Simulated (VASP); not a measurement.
# TaTe (Fm-3m) in VASP: settings compared, part 2 of 3

VASP 6.6.1. The steps go on from the part before.

### 3 Single point, r2SCAN

This run uses another cell than the first one, of 23.87 Å³/atom, 0.989 times its volume.

POSCAR reads:

```
TaTe
1.0
    0.0000000000      2.8794663213      2.8794663213
    2.8794663213      0.0000000000      2.8794663213
    2.8794663213      2.8794663213      0.0000000000
Ta Te
1 1
Direct
    0.5000000000      0.5000000000      0.5000000000
    0.0000000000      0.0000000000      0.0000000000
```

INCAR.step1 reads:

```
SYSTEM = TaTe
  PREC = Accurate
  ENCUT = 520
  ISMEAR = 0
  SIGMA = 0.05
  LREAL = .FALSE.
  LASPH = .TRUE.
  NELM = 80
  NBANDS = 16
  GGA = PE
  ALGO = Normal
  EDIFF = 1E-4
  LWAVE = .TRUE.
  LCHARG = .FALSE.
```

INCAR.step2 reads:

```
SYSTEM = TaTe
  PREC = Accurate
  ENCUT = 520
  EDIFF = 1E-6
  ISMEAR = 0
  SIGMA = 0.05
  LREAL = .FALSE.
  LASPH = .TRUE.
  NELM = 80
  ALGO = Normal
  ISIF = 2
  LWAVE = .FALSE.
  LCHARG = .FALSE.
  METAGGA = R2SCAN
  LMIXTAU = .TRUE.
  NBANDS = 16
  ISTART = 1
```

KPOINTS reads:

```
regular mesh
0
G
  10 10 10
  0 0 0
```

Potentials or basis: VASP PAW PBE potentials, release 64 (Ta_pv, Te).

The run is started by

```
$ cat potpaw_PBE.64/Ta_pv/POTCAR potpaw_PBE.64/Te/POTCAR > POTCAR
$ cp INCAR.step1 INCAR
$ mpirun -np 1 vasp_std > vasp.out
$ cp INCAR.step2 INCAR
$ mpirun -np 1 vasp_std > vasp.out
```

OUTCAR:

```text
SYSTEM = TaTe
   PREC = Accurate
   ENCUT = 520
   EDIFF = 1E-6
   ISMEAR = 0
   LREAL = .FALSE.
   LASPH = .TRUE.
   NELM = 80
   ISIF = 2
   METAGGA = R2SCAN
   ISTART = 1

 ion  position               nearest neighbor table
   1  0.500  0.500  0.500-   2 2.88   2 2.88   2 2.88   2 2.88   2 2.88   2 2.88
   2  0.000  0.000  0.000-   1 2.88   1 2.88   1 2.88   1 2.88   1 2.88   1 2.88

  LATTYP: Found a face centered cubic cell.
 ALAT       =     5.7589326426

  Lattice vectors:

 A1 = (   0.0000000000,   2.8794663213,   2.8794663213)
 A2 = (   2.8794663213,   0.0000000000,   2.8794663213)
 A3 = (   2.8794663213,   2.8794663213,   0.0000000000)

Analysis of symmetry for initial positions (statically):
=====================================================================
 Subroutine PRICEL returns:
 Original cell was already a primitive cell.

 Routine SETGRP: Setting up the symmetry group for a
 face centered cubic supercell.

 Subroutine GETGRP returns: Found 48 space group operations
[... 9 lines left out ...]

 Routine SETGRP: Setting up the symmetry group for a
 face centered cubic supercell.

 Subroutine GETGRP returns: Found 48 space group operations
[... 11 lines left out ...]
                                     Primitive cell

  volume of cell :      47.7492

  direct lattice vectors                    reciprocal lattice vectors
     0.000000000  2.879466321  2.879466321    -0.173643288  0.173643288  0.173643288
     2.879466321  0.000000000  2.879466321     0.173643288 -0.173643288  0.173643288
     2.879466321  2.879466321  0.000000000     0.173643288  0.173643288 -0.173643288

  length of vectors
     4.072180324  4.072180324  4.072180324     0.300758997  0.300758997  0.300758997

  position of ions in fractional coordinates (direct lattice)
     0.500000000  0.500000000  0.500000000
     0.000000000  0.000000000  0.000000000

  ion indices of the primitive-cell ions
   primitive index   ion index
                 1           1
                 2           2

[... 83 lines left out ...]
   NUPDOWN=      -1.0000    fix difference up-down
   EMIN   =  10.00;   EMAX   =-10.00  energy-range for DOS
   EFERMI =   0.00;   METHOD = LEGACY
   ISMEAR =     0;   SIGMA  =   0.05  broadening in eV -4-tet -1-fermi 0-gaus
   EFERMI_NEDOS =   21; number of points for ismear=-14 and -15
   IALGO  =     38    algorithm
   IMIX   =      4    mixing-type and parameters
     AMIX     =   0.40;   BMIX     =  1.00
     AMIX_MAG =   1.60;   BMIX_MAG =  1.00
  volume/ion in A,a.u.               =      23.87       161.11
  Fermi-wavevector in a.u.,A,eV,Ry     =   1.160297  2.192643 18.317373  1.346289
  Thomas-Fermi vector in A             =   2.296881
   LORBIT       =      0    0 simple, 1 ext, 2 COOP (PROOUT), +10 PAW based schemes
   METAGGA = R2SCAN    functional components
   LHFCALC =     F    Hartree Fock is set to
   AEXX    =    0.0000 exact exchange contribution
   IVDW    =     0    specifies the selected vdW correction
   LEPSILON=     F    determine dielectric tensor
   LRPA    =     F    only Hartree local field effects (RPA)
 non-spin polarized calculation
 Gauss-broadening in eV      SIGMA  =   0.05
  energy-cutoff  :      520.00
  volume of cell :       47.75
 maximum number of plane-waves:      1307
   NGX = 15   NGY = 15   NGZ = 15

 number of electron      17.0000002 magnetization

 Free energy of the ion-electron system (eV)
  ---------------------------------------------------
  ext. energy  EPLUGINS =         0.00000000
  ---------------------------------------------------
  free energy    TOTEN  =       -72.32015654 eV

  energy without entropy =      -72.31480843  energy(sigma->0) =      -72.31748249

 E-fermi :   7.9789     XC(G=0): -11.5686

 val. band max:        7.9658782464   @ k =  -0.3000   0.3000   0.1000
 cond. band min:       7.9823015017   @ k =  -0.4000   0.2000   0.1000
 fundamental gap:      0.0164232554
 Fermi energy:         7.9789246909

 k-point     1 :       0.0000    0.0000    0.0000
  band No.  band energies     occupation
      1     -28.8173      2.00000
      2     -28.8173      2.00000
      3     -28.8173      2.00000
      4      -6.7915      2.00000
      5       5.9368      2.00000
      6       5.9368      2.00000
[... 433 lines left out ...]
      3     -28.8298      2.00000
      4      -5.4504      2.00000
      5       1.4785      2.00000
      6       3.6456      2.00000
[... 8 lines left out ...]
     15      16.8208      0.00000
     16      17.0756      0.00000

 [... further k-points ...]
[... 5 lines left out ...]
  --------------------------------------------------------------------------------------
  -------------------------------------------------------------------------------------
  Total       -1.4229762     -1.4229762     -1.4229762      0.0000000      0.0000000     -0.0000000
  in kB      -47.7465752    -47.7465752    -47.7465752      0.0000000      0.0000000     -0.0000000
  external PRESSURE =     -47.7465752 kB  Pullay stress =       0.0000000 kB

 VOLUME and BASIS-vectors are now :
 -----------------------------------------------------------------------------
  energy-cutoff  :      520.00
  volume of cell :       47.75
      direct lattice vectors                 reciprocal lattice vectors
     0.000000000  2.879466321  2.879466321    -0.173643288  0.173643288  0.173643288
     2.879466321  0.000000000  2.879466321     0.173643288 -0.173643288  0.173643288
     2.879466321  2.879466321  0.000000000     0.173643288  0.173643288 -0.173643288

 POSITION                                       TOTAL-FORCE (eV/Angst)
 -----------------------------------------------------------------------------------
      2.87947      2.87947      2.87947        -0.000000      0.000000      0.000000
      0.00000      0.00000      0.00000         0.000000     -0.000000     -0.000000
 -----------------------------------------------------------------------------------
    total drift:                                0.000000     -0.000000      0.000000

  FREE ENERGIE OF THE ION-ELECTRON SYSTEM (eV)
  ---------------------------------------------------
  free  energy   TOTEN  =       -72.3201565449 eV

  energy  without entropy=      -72.3148084251  energy(sigma->0) =      -72.31748249
```

OUTCAR.step1:

```text
SYSTEM = TaTe
   PREC = Accurate
   ENCUT = 520
   ISMEAR = 0
   LREAL = .FALSE.
   LASPH = .TRUE.
[... 677 lines left out ...]
      2.87947      2.87947      2.87947         0.000000      0.000000     -0.000000
      0.00000      0.00000      0.00000         0.000000      0.000000      0.000000
 -----------------------------------------------------------------------------------
    total drift:                                0.000000     -0.000000      0.000000

  FREE ENERGIE OF THE ION-ELECTRON SYSTEM (eV)
  ---------------------------------------------------
  free  energy   TOTEN  =       -13.3334284368 eV

  energy  without entropy=      -13.3269643016  energy(sigma->0) =      -13.33019637
```

OSZICAR.step1:

```text
N       E                     dE             d eps       ncg     rms          rms(c)
DAV:   1     0.936553780790E+02    0.93655E+02   -0.80583E+03  1520   0.920E+02
DAV:   2    -0.111647908933E+02   -0.10482E+03   -0.10068E+03  1888   0.246E+02
DAV:   3    -0.138543685488E+02   -0.26896E+01   -0.26646E+01  1952   0.355E+01
DAV:   4    -0.138778219489E+02   -0.23453E-01   -0.23449E-01  1776   0.378E+00
DAV:   5    -0.138782303476E+02   -0.40840E-03   -0.40840E-03  1960   0.489E-01    0.101E+01
DAV:   6    -0.133516525071E+02    0.52658E+00   -0.10355E+00  1640   0.749E+00    0.453E+00
DAV:   7    -0.133371689284E+02    0.14484E-01   -0.72642E-02  1832   0.170E+00    0.209E+00
DAV:   8    -0.133335510930E+02    0.36178E-02   -0.10017E-02  1592   0.513E-01    0.188E-01
DAV:   9    -0.133334152679E+02    0.13583E-03   -0.79652E-04  1904   0.182E-01    0.111E-01
DAV:  10    -0.133334284368E+02   -0.13169E-04   -0.17625E-04  1328   0.106E-01
   1 F= -.13333428E+02 E0= -.13330196E+02  d E =-.646414E-02
```

Run time: 62 s. Hardware: 1 thread of Intel Xeon 6975P-C (Granite Rapids), shared host; peak memory 0.19 GiB.

What came out:

| Quantity | Value |
| --- | --- |
| Free energy | -72.3202 eV |
| Pressure | -4.8 GPa |

Caveat: the PAW data sets were made with another functional, which shifts forces and pressure a little; spin-orbit coupling is left out, which moves the levels of the heavy elements.

### 4 Single point, r2SCAN, collinear spin, ferromagnetic start

This run uses another cell than the first one, of 23.06 Å³/atom, 0.955 times its volume.

POSCAR reads:

```
TaTe
1.0
    0.0000000000      2.8462273620      2.8462273620
    2.8462273620      0.0000000000      2.8462273620
    2.8462273620      2.8462273620      0.0000000000
Ta Te
1 1
Direct
    0.5000000000      0.5000000000      0.5000000000
    0.0000000000      0.0000000000      0.0000000000
```

INCAR.step1 reads:

```
ALGO = Normal
EDIFF = 1E-4
ENCUT = 520
GGA = PE
ISMEAR = 0
ISPIN = 2
LASPH = T
LCHARG = F
LMAXMIX = 4
LREAL = F
LWAVE = T
MAGMOM = 2 0
NBANDS = 20
NELM = 150
PREC = Accurate
SIGMA = 0.05
```

INCAR.step2 reads:

```
ALGO = Normal
EDIFF = 1E-6
ENCUT = 520
ISIF = 2
ISMEAR = 0
ISPIN = 2
ISTART = 1
LASPH = T
LCHARG = F
LMAXMIX = 4
LMIXTAU = T
LORBIT = 11
LREAL = F
LWAVE = F
MAGMOM = 2 0
METAGGA = R2SCAN
NBANDS = 20
NELM = 150
PREC = Accurate
SIGMA = 0.05
```

KPOINTS reads:

```
k-points
0
Gamma
  10 10 10
```

The run is started by

```
$ cat potpaw_PBE.64/Ta_pv/POTCAR potpaw_PBE.64/Te/POTCAR > POTCAR
$ cp INCAR.step1 INCAR
$ mpirun -np 1 vasp_std > vasp.out
$ cp INCAR.step2 INCAR
$ mpirun -np 1 vasp_std > vasp.out
```

Wall time 6.3 min (1 thread of Intel Xeon 6975P-C (Granite Rapids), shared host); peak memory 0.26 GiB.

It converged, with:

```yaml
Free_energy: -72.3530 eV
Pressure: -1.2 GPa
Net_moment: 0.20 μB per cell
Site_moments: Ta +0.16; Te -0.00 μB
Valence_electrons_inside_the_program's_atomic_spheres: Ta 8.79; Te 3.56
```

Levels at points of the mesh, in eV from the Fermi level:
Spin up:
| k point | band 6 | band 7 | band 8 | band 9 | band 10 | band 11 | band 12 | band 13 |
| --- | --- | --- | --- | --- | --- | --- | --- | --- |
| (0.00, 0.00, 0.00) | -2.04 | -2.04 | -1.61 | -1.61 | -1.61 | -1.17 | -1.17 | 2.53 |
| (0.50, 0.00, 0.00) | -5.22 | -5.22 | 0.31 | 0.31 | 0.49 | 2.15 | 4.65 | 4.65 |
| (0.50, 0.50, 0.00) | -3.92 | -3.92 | -3.16 | -0.42 | -0.27 | 1.05 | 1.05 | 2.82 |
Spin down:
| k point | band 6 | band 7 | band 8 | band 9 | band 10 | band 11 |
| --- | --- | --- | --- | --- | --- | --- |
| (0.00, 0.00, 0.00) | -2.04 | -2.04 | -1.46 | -1.46 | -1.46 | -1.05 |
| (0.50, 0.00, 0.00) | -5.17 | -5.17 | 0.48 | 0.48 | 0.67 | 2.20 |
| (0.50, 0.50, 0.00) | -3.92 | -3.92 | -3.03 | -0.28 | -0.14 | 1.24 |

Caveat: the PAW data sets were made with another functional, which shifts forces and pressure a little; spin-orbit coupling is left out, which moves the levels of the heavy elements.

(Part 2 of 3 ends here.)
